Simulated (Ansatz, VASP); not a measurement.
One calculation of Sb, two programs

```
CELL_PARAMETERS angstrom
3.08488 0.00000 0.00000
0.00000 3.08488 0.00000
0.00000 0.00000 3.08488
ATOMIC_POSITIONS crystal
Sb 0.00000 0.00000 0.00000
```

Alike in both runs: task relaxation of cell and atoms; functional RPBE; k mesh 10 × 10 × 10; occupations fermi-dirac, width 0.1 eV; no spin polarisation.

|  | VASP | Ansatz |
| --- | --- | --- |
| version | VASP 6.6.1 | Ansatz 0.2.0 |
| potentials or method | VASP PAW PBE potentials, release 64 (Sb), cutoff 600 eV | plane waves (420 eV) with PAW, scalar-relativistic |
| valence electrons in the cell | 5 | 15 |

|  | VASP | Ansatz | Ansatz less VASP |
| --- | --- | --- | --- |
| relaxed volume (Å³/atom) | 30.60 | 30.66 | +0.061 |
| relaxed cell length with the largest relative difference (Å) | 3.128 | 3.130 | +0.0021 |

VASP's potentials were made for PBE, not for RPBE. VASP's potentials hold 5 valence electrons a cell and Ansatz's 15, so a difference there can come from the potentials and not from the codes.

Neither program's run includes spin-orbit coupling.
